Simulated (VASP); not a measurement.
# GeSb4Te7 (P-3m1) in VASP: further runs

Runs on GeSb4Te7. Level: PBEsol. Tasks: single point.

Everything below comes from runs of VASP 6.6.1. Logs are shortened: lines on timing, memory, paths and dates and some standing lists are left out, and cuts for length are marked.

### 1 The cell of the first run

It takes space group P-3m1 (No. 164, trigonal). Conventional cell: a = 4.177 Å, b = 4.177 Å, c = 22.791 Å, α = 90.00°, β = 90.00°, γ = 120.00°. Within 3.8 Å of Ge (site symmetry -3m) lie 6 Te at 2.91 Å. Sb (site symmetry 3m) has 6 Te at 2.97 to 3.10 Å within 3.9 Å. Within 3.9 Å of Sb (site symmetry 3m) lie 6 Te at 2.96 to 3.11 Å. Within 3.9 Å of Te (site symmetry 3m) lie 3 Sb at 2.97 Å and 3 Te at 3.42 Å. Te (site symmetry 3m) has 3 Sb at 2.96 Å and 3 Te at 3.42 Å within 3.9 Å. Within 3.8 Å of Te (site symmetry 3m) lie 3 Ge at 2.91 Å and 3 Sb at 3.11 Å. Te (site symmetry -3m) has 6 Sb at 3.10 Å and 6 Te at 4.18 Å within 4.2 Å.

### 2 Single point, PBEsol (28.70 Å³/atom)

The input, INCAR:

```
ALGO = Normal ; EDIFF = 1E-7
ENCUT = 520 ; GGA = PS
ISIF = 2 ; ISMEAR = 0
LASPH = T ; LCHARG = T
LELF = T ; LREAL = F
LVHAR = T ; LWAVE = F
NBANDS = 50 ; NELM = 60
PREC = Accurate ; SIGMA = 0.1
```

The input, KPOINTS:

```
k-points
0
Gamma
  12 12 2
```

The input, POSCAR:

```
GeSb4Te7
1.0
    4.1768930260      0.0000000000      0.0000000000
   -2.0884465130      3.6172954694      0.0000000000
    0.0000000000      0.0000000000     22.7908967097
Ge Sb Te
1 4 7
Direct
    0.0000000000      0.0000000000      0.5000000000
    0.6666666667      0.3333333333      0.9147961277
    0.3333333333      0.6666666667      0.3426901971
    0.3333333333      0.6666666667      0.0852038723
    0.6666666667      0.3333333333      0.6573098029
    0.3333333333      0.6666666667      0.8390784673
    0.6666666667      0.3333333333      0.1609215327
    0.0000000000      0.0000000000      0.7328371865
    0.6666666667      0.3333333333      0.4285861463
    0.3333333333      0.6666666667      0.5714138537
    0.0000000000      0.0000000000      0.0000000000
    0.0000000000      0.0000000000      0.2671628135
```

Potentials or basis: VASP PAW PBE potentials, release 64 (Ge_d, Sb, Te).

On the command line:

```sh
cat potpaw_PBE.64/Ge_d/POTCAR potpaw_PBE.64/Sb/POTCAR potpaw_PBE.64/Te/POTCAR > POTCAR
mpirun -np 1 vasp_std > vasp.out
```

OUTCAR:

```text
EDIFF = 1E-7
   ENCUT = 520
   GGA = PS
   ISIF = 2
   ISMEAR = 0
   LASPH = T
   LREAL = F
   NELM = 60
   PREC = Accurate

 ion  position               nearest neighbor table
   1  0.000  0.000  0.500-   9 2.91  10 2.91  10 2.91   9 2.91   9 2.91  10 2.91
   2  0.667  0.333  0.915-   6 2.97   6 2.97   6 2.97  11 3.10  11 3.10  11 3.10
   3  0.333  0.667  0.343-  12 2.96  12 2.96  12 2.96   9 3.11   9 3.11   9 3.11
   4  0.333  0.667  0.085-   7 2.97   7 2.97   7 2.97  11 3.10  11 3.10  11 3.10
   5  0.667  0.333  0.657-   8 2.96   8 2.96   8 2.96  10 3.11  10 3.11  10 3.11
   6  0.333  0.667  0.839-   2 2.97   2 2.97   2 2.97   8 3.42   8 3.42   8 3.42
   7  0.667  0.333  0.161-   4 2.97   4 2.97   4 2.97  12 3.42  12 3.42  12 3.42
   8  0.000  0.000  0.733-   5 2.96   5 2.96   5 2.96   6 3.42   6 3.42   6 3.42
   9  0.667  0.333  0.429-   1 2.91   1 2.91   1 2.91   3 3.11   3 3.11   3 3.11
  10  0.333  0.667  0.571-   1 2.91   1 2.91   1 2.91   5 3.11   5 3.11   5 3.11
  11  0.000  0.000  0.000-   2 3.10   4 3.10   4 3.10   2 3.10   2 3.10   4 3.10
  12  0.000  0.000  0.267-   3 2.96   3 2.96   3 2.96   7 3.42   7 3.42   7 3.42

  LATTYP: Found a hexagonal cell.
 ALAT       =     4.1768930260
 C/A-ratio  =     5.4564233673

  Lattice vectors:

 A1 = (   4.1768930260,   0.0000000000,   0.0000000000)
 A2 = (  -2.0884465130,   3.6172954694,   0.0000000000)
 A3 = (   0.0000000000,   0.0000000000,  22.7908967097)

Analysis of symmetry for initial positions (statically):
=====================================================================
 Subroutine PRICEL returns:
 Original cell was already a primitive cell.

 Routine SETGRP: Setting up the symmetry group for a
 hexagonal supercell.

 Subroutine GETGRP returns: Found 12 space group operations
 (whereof 12 operations were pure point group operations)
 out of a pool of 24 trial point group operations.

The static configuration has the point symmetry D_3d.

Analysis of symmetry for dynamics (positions and initial velocities):
=====================================================================
 Subroutine PRICEL returns:
 Original cell was already a primitive cell.

 Routine SETGRP: Setting up the symmetry group for a
 hexagonal supercell.

 Subroutine GETGRP returns: Found 12 space group operations
 (whereof 12 operations were pure point group operations)
 out of a pool of 24 trial point group operations.

The dynamic configuration has the point symmetry D_3d.

 Subroutine INISYM returns: Found 12 space group operations
 (whereof 12 operations are pure point group operations),
 and found     1 'primitive' translations

----------------------------------------------------------------------------------------

                                     Primitive cell

  volume of cell :     344.3489

  direct lattice vectors                    reciprocal lattice vectors
     4.176893026  0.000000000  0.000000000     0.239412404  0.138224816  0.000000000
    -2.088446513  3.617295469  0.000000000     0.000000000  0.276449632  0.000000000
     0.000000000  0.000000000 22.790896710     0.000000000  0.000000000  0.043877168

  length of vectors
     4.176893026  4.176893026 22.790896710     0.276449632  0.276449632  0.043877168

  position of ions in fractional coordinates (direct lattice)
     0.000000000  0.000000000  0.500000000
     0.666666667  0.333333333  0.914796128
     0.333333333  0.666666667  0.342690197
     0.333333333  0.666666667  0.085203872
     0.666666667  0.333333333  0.657309803
     0.333333333  0.666666667  0.839078467
     0.666666667  0.333333333  0.160921533
     0.000000000  0.000000000  0.732837186
     0.666666667  0.333333333  0.428586146
     0.333333333  0.666666667  0.571413854
     0.000000000  0.000000000  0.000000000
     0.000000000  0.000000000  0.267162814

  ion indices of the primitive-cell ions
   primitive index   ion index
                 1           1
                 2           2
                 3           3
                 4           4
                 5           5
                 6           6
                 7           7
                 8           8
                 9           9
                10          10
                11          11
                12          12

----------------------------------------------------------------------------------------

 KPOINTS: k-points

Automatic generation of k-mesh.
 Grid dimensions read from file:
 generate k-points for:   12   12    2

 Generating k-lattice:

  Cartesian coordinates                     Fractional coordinates (reciprocal lattice)
     0.019951034  0.011518735  0.000000000     0.083333333  0.000000000  0.000000000
     0.000000000  0.023037469  0.000000000     0.000000000  0.083333333  0.000000000
     0.000000000  0.000000000  0.021938584     0.000000000  0.000000000  0.500000000

  Length of vectors
     0.023037469  0.023037469  0.021938584

[... 69 lines left out ...]
 non-spin polarized calculation
 Gauss-broadening in eV      SIGMA  =   0.10
  energy-cutoff  :      520.00
  volume of cell :      344.35
 maximum number of plane-waves:      9307
 NGX is ok and might be reduce to    32
   NGX = 15   NGY = 15   NGZ = 85

 number of electron      75.9999992 magnetization

 Free energy of the ion-electron system (eV)
  ---------------------------------------------------
  ext. energy  EPLUGINS =         0.00000000
  ---------------------------------------------------
  free energy    TOTEN  =       -49.08169141 eV

  energy without entropy =      -49.08022128  energy(sigma->0) =      -49.08095635

 E-fermi :   7.6029     XC(G=0):  -9.9029

 val. band max:        7.5055129060   @ k =   0.0000   0.0000   0.0000
 cond. band min:       7.6103283163   @ k =   0.0000   0.0000   0.5000
 fundamental gap:      0.1048154103
 Fermi energy:         7.6028672628

 k-point     1 :       0.0000    0.0000    0.0000
  band No.  band energies     occupation
      1     -17.3488      2.00000
      2     -17.3488      2.00000
      3     -17.3405      2.00000
      4     -17.3384      2.00000
      5     -17.3384      2.00000
      6      -6.3707      2.00000
[... 42 lines left out ...]
     49       9.1147      0.00000
     50       9.3512      0.00000

 k-point     2 :       0.0833    0.0000    0.0000
  band No.  band energies     occupation
      1     -17.3491      2.00000
      2     -17.3487      2.00000
      3     -17.3404      2.00000
      4     -17.3384      2.00000
      5     -17.3382      2.00000
      6      -6.3023      2.00000
[... 42 lines left out ...]
     49       9.3752      0.00000
     50       9.6674      0.00000

 k-point     3 :       0.1667    0.0000    0.0000
  band No.  band energies     occupation
      1     -17.3498      2.00000
      2     -17.3485      2.00000
      3     -17.3401      2.00000
      4     -17.3385      2.00000
      5     -17.3379      2.00000
      6      -6.0989      2.00000
[... 42 lines left out ...]
     49       9.8084      0.00000
     50      10.2627      0.00000

 k-point     4 :       0.2500    0.0000    0.0000
  band No.  band energies     occupation
      1     -17.3507      2.00000
      2     -17.3482      2.00000
      3     -17.3398      2.00000
      4     -17.3384      2.00000
      5     -17.3373      2.00000
      6      -5.7677      2.00000
[... 999 lines left out ...]
 k-point    23 :       0.2500    0.0000    0.5000
  band No.  band energies     occupation
      1     -17.3507      2.00000
      2     -17.3482      2.00000
      3     -17.3398      2.00000
      4     -17.3384      2.00000
      5     -17.3373      2.00000
      6      -5.7190      2.00000
[... 42 lines left out ...]
     49      10.1886      0.00000
     50      10.5247      0.00000

 k-point    24 :       0.3333    0.0000    0.5000
  band No.  band energies     occupation
      1     -17.3517      2.00000
      2     -17.3480      2.00000
      3     -17.3398      2.00000
      4     -17.3380      2.00000
      5     -17.3367      2.00000
      6      -5.2854      2.00000
[... 42 lines left out ...]
     49      10.3342      0.00000
     50      10.3647      0.00000

 [... further k-points ...]

------------------------ aborting loop because EDIFF is reached ----------------------------------------

  FORCE on cell =-STRESS in cart. coord.  units (eV):
  Direction    XX          YY          ZZ          XY          YZ          ZX
  --------------------------------------------------------------------------------------
  -------------------------------------------------------------------------------------
  Total        6.8622688      6.8622688      6.8281243      0.0000000     -0.0000000      0.0000000
  in kB       31.9285767     31.9285767     31.7697102      0.0000000     -0.0000000      0.0000000
  external PRESSURE =      31.8756212 kB  Pullay stress =       0.0000000 kB

 VOLUME and BASIS-vectors are now :
 -----------------------------------------------------------------------------
  energy-cutoff  :      520.00
  volume of cell :      344.35
      direct lattice vectors                 reciprocal lattice vectors
     4.176893026  0.000000000  0.000000000     0.239412404  0.138224816  0.000000000
    -2.088446513  3.617295469  0.000000000     0.000000000  0.276449632  0.000000000
     0.000000000  0.000000000 22.790896710     0.000000000  0.000000000  0.043877168

 POSITION                                       TOTAL-FORCE (eV/Angst)
 -----------------------------------------------------------------------------------
      0.00000      0.00000     11.39545         0.000000      0.000000      0.000000
      2.08845      1.20577     20.84902         0.000000      0.000000      0.031874
     -0.00000      2.41153      7.81022        -0.000000      0.000000      0.032670
     -0.00000      2.41153      1.94187        -0.000000      0.000000     -0.031874
      2.08845      1.20577     14.98068         0.000000     -0.000000     -0.032670
     -0.00000      2.41153     19.12335         0.000000     -0.000000     -0.039652
      2.08845      1.20577      3.66755         0.000000      0.000000      0.039652
      0.00000      0.00000     16.70202         0.000000     -0.000000      0.038748
      2.08845      1.20577      9.76786        -0.000000     -0.000000      0.003635
     -0.00000      2.41153     13.02303         0.000000      0.000000     -0.003635
      0.00000      0.00000      0.00000         0.000000      0.000000      0.000000
      0.00000      0.00000      6.08888        -0.000000      0.000000     -0.038748
 -----------------------------------------------------------------------------------
    total drift:                                0.000000     -0.000000      0.000000

  FREE ENERGIE OF THE ION-ELECTRON SYSTEM (eV)
  ---------------------------------------------------
  free  energy   TOTEN  =       -49.0816914111 eV

  energy  without entropy=      -49.0802212829  energy(sigma->0) =      -49.08095635
```

Wall time 13 min (1 thread of Intel Xeon 6975P-C (Granite Rapids), shared host); peak memory 0.81 GiB.

What came out:

```
Free energy            : -49.0817 eV
Pressure               : 3.2 GPa
Largest force          : 0.040 eV/Å
Band gap on the k mesh : zero (filled and empty bands touch)
```

Forces on the atoms (eV/Å):
```
Ge   0.000  0.000  0.000
Sb   0.000  0.000  0.032
Sb   0.000  0.000  0.033
Sb   0.000  0.000 -0.032
Sb   0.000  0.000 -0.033
Te   0.000  0.000 -0.040
Te   0.000  0.000  0.040
Te   0.000  0.000  0.039
Te   0.000  0.000  0.004
Te   0.000  0.000 -0.004
Te   0.000  0.000  0.000
Te   0.000  0.000 -0.039
```

Caveat: the cell stands under pressure; the PAW data sets were made with another functional, which shifts forces and pressure a little; spin-orbit coupling is left out, which moves the levels of the heavy elements.

### 3 Single point, PBEsol (29.61 Å³/atom)

This run uses another cell than the first one, of 29.61 Å³/atom.

The input, INCAR:

```
ALGO     = Normal         # electronic algorithm
EDIFF    = 1E-6           # SCF threshold, eV
ENCUT    = 520            # plane-wave cutoff, eV
GGA      = PS             # functional
ISIF     = 2              # what is computed and relaxed
ISMEAR   = 0              # smearing method
LASPH    = True           # aspherical terms in the spheres
LCHARG   = False          # write CHGCAR
LREAL    = False          # projectors in reciprocal space
LWAVE    = False          # write WAVECAR
NBANDS   = 50             # bands
NELM     = 100            # most SCF steps
PREC     = Accurate       # precision mode
SIGMA    = 0.1            # smearing width, eV
```

KPOINTS is that of step 2.

The input, POSCAR:

```
GeSb4Te7
1.0
    4.2171906235      0.0000000000      0.0000000000
   -2.1085953117      3.6521942125      0.0000000000
    0.0000000000      0.0000000000     23.0709530049
Ge Sb Te
1 4 7
Direct
    0.0000000000      0.0000000000      0.5000000000
    0.6666666667      0.3333333333      0.9152853077
    0.3333333333      0.6666666667      0.3433256107
    0.3333333333      0.6666666667      0.0847146923
    0.6666666667      0.3333333333      0.6566743893
    0.3333333333      0.6666666667      0.8406940748
    0.6666666667      0.3333333333      0.1593059252
    0.0000000000      0.0000000000      0.7310713340
    0.6666666667      0.3333333333      0.4288012739
    0.3333333333      0.6666666667      0.5711987261
    0.0000000000      0.0000000000      0.0000000000
    0.0000000000      0.0000000000      0.2689286660
```

Potentials or basis: VASP PAW PBE potentials, release 64 (Ge_d, Sb, Te).

On the command line:

```sh
cat potpaw_PBE.64/Ge_d/POTCAR potpaw_PBE.64/Sb/POTCAR potpaw_PBE.64/Te/POTCAR > POTCAR
mpirun -np 1 vasp_std > vasp.out
```

It took 10 min on 1 thread of Intel Xeon 6975P-C (Granite Rapids), shared host; peak memory 0.81 GiB.

Results (log left out):

```
Free energy            : -49.2345 eV
Pressure               : 1.4 GPa
Largest force          : 0.037 eV/Å
Band gap on the k mesh : zero (filled and empty bands touch)
```

Forces in eV/Å, atoms in the order of the input:
```
Ge   0.000  0.000  0.000
Sb   0.000  0.000  0.027
Sb   0.000  0.000  0.026
Sb   0.000  0.000 -0.027
Sb   0.000  0.000 -0.026
Te   0.000  0.000 -0.037
Te   0.000  0.000  0.037
Te   0.000  0.000  0.036
Te   0.000  0.000  0.000
Te   0.000  0.000  0.000
Te   0.000  0.000  0.000
Te   0.000  0.000 -0.036
```

Levels at points of the mesh, in eV from the Fermi level:
```tsv
k point	band 35	band 36	band 37	band 38	band 39	band 40	band 41	band 42
(0.00, 0.00, 0.00)	-1.35	-1.30	-0.40	-0.15	0.21	0.21	0.25	0.25
(0.50, 0.00, 0.00)	-1.74	-1.71	-1.13	-1.10	0.68	0.71	0.75	0.83
(0.00, 0.00, 0.50)	-1.38	-1.12	-0.48	0.05	0.05	0.08	0.11	0.54
(0.50, 0.00, 0.50)	-1.94	-1.44	-1.12	-0.57	0.15	0.23	0.40	1.11
```

Caveat: the PAW data sets were made with another functional, which shifts forces and pressure a little; spin-orbit coupling is left out, which moves the levels of the heavy elements.

### 4 Single point, PBEsol (biaxial strain in the a-b plane: +2.0 %)

The input, INCAR:

```
PREC = Accurate
ENCUT = 520
EDIFF = 1E-7
ISMEAR = 0
SIGMA = 0.1
LREAL = False
LASPH = True
NELM = 80
ALGO = Normal
ISIF = 2
LWAVE = False
LCHARG = False
GGA = PS
NBANDS = 50
```

The input, KPOINTS:

```
Automatic mesh
0
Gamma
  12 12 2
```

The input, POSCAR:

```
GeSb4Te7
1.0
    4.3397333605      0.0000000000      0.0000000000
   -2.1698666802      3.7583193358      0.0000000000
    0.0000000000      0.0000000000     23.0872103541
Ge Sb Te
1 4 7
Direct
    0.0000000000      0.0000000000      0.5000000000
    0.6666666667      0.3333333333      0.9159719092
    0.3333333333      0.6666666667      0.3442998529
    0.3333333333      0.6666666667      0.0840280908
    0.6666666667      0.3333333333      0.6557001471
    0.3333333333      0.6666666667      0.8426438084
    0.6666666667      0.3333333333      0.1573561916
    0.0000000000      0.0000000000      0.7288187777
    0.6666666667      0.3333333333      0.4291742602
    0.3333333333      0.6666666667      0.5708257398
    0.0000000000      0.0000000000      0.0000000000
    0.0000000000      0.0000000000      0.2711812223
```

On the command line:

```sh
cat potpaw_PBE.64/Ge_d/POTCAR potpaw_PBE.64/Sb/POTCAR potpaw_PBE.64/Te/POTCAR > POTCAR
mpirun -np 1 vasp_std > vasp.out
```

It took 18 min on 1 thread of Intel Xeon Platinum 8488C (Sapphire Rapids), shared host; peak memory 0.84 GiB.

Results (log left out):

```
Free energy   : -49.2110 eV
Pressure      : -1.3 GPa
Largest force : 0.043 eV/Å
```

Forces on the atoms (eV/Å):
```
Ge   0.000  0.000  0.000
Sb   0.000  0.000 -0.025
Sb   0.000  0.000 -0.032
Sb   0.000  0.000  0.025
Sb   0.000  0.000  0.032
Te   0.000  0.000  0.042
Te   0.000  0.000 -0.042
Te   0.000  0.000 -0.043
Te   0.000  0.000 -0.013
Te   0.000  0.000  0.013
Te   0.000  0.000  0.000
Te   0.000  0.000  0.043
```

Stress tensor (GPa, compression positive):
```
-1.69  0.00  0.00
 0.00 -1.69  0.00
 0.00  0.00 -0.57
```

Levels at points of the mesh, in eV from the Fermi level:
```tsv
k point	band 34	band 35	band 36	band 37	band 38	band 39	band 40	band 41	band 42	band 43
(0.00, 0.00, 0.00)	-1.35	-1.35	-1.29	-0.44	-0.19	0.30	0.30	0.34	0.35	0.35
(0.50, 0.00, 0.00)	-1.56	-1.52	-1.47	-0.99	-0.94	0.77	0.79	0.95	1.04	1.41
(0.00, 0.00, 0.50)	-1.29	-1.29	-1.20	-0.48	0.01	0.01	0.16	0.16	0.58	0.59
(0.50, 0.00, 0.50)	-1.78	-1.73	-1.25	-0.83	-0.48	0.29	0.65	0.68	1.19	1.53
```

Caveat: the cell differs from its parent crystal (biaxial strain in the a-b plane: +2.0 %); the PAW data sets were made with another functional, which shifts forces and pressure a little; spin-orbit coupling is left out, which moves the levels of the heavy elements.

### 5 Summary

| cell | gap on the mesh (eV) | pressure (GPa) | largest force (eV/Å) |
| --- | --- | --- | --- |
| a = 4.177, b = 4.177, c = 22.791 Å, angles 90.0, 90.0, 120.0°, 12 atoms, atomic positions A | none | 3.2 | 0.04 |
| a = 4.217, b = 4.217, c = 23.071 Å, angles 90.0, 90.0, 120.0°, 12 atoms, atomic positions B | none | 1.4 | 0.04 |
| a = 4.340, b = 4.340, c = 23.087 Å, angles 90.0, 90.0, 120.0°, 12 atoms, atomic positions C | - | -1.3 | 0.04 |

Alike in all rows: task single point; level PBEsol; potentials or basis VASP PAW PBE potentials, release 64 (Ge_d, Sb, Te); no spin polarisation; k mesh 12 × 12 × 2; cutoff (eV) 520; smearing gaussian 0.1 eV.

Caveats: the PAW data sets were made with another functional, which shifts forces and pressure a little; spin-orbit coupling is left out, which moves the levels of the heavy elements; the cell stands under pressure (at least some runs).

Total energies depend on the potentials used, so only differences within one code and one set of settings carry meaning.
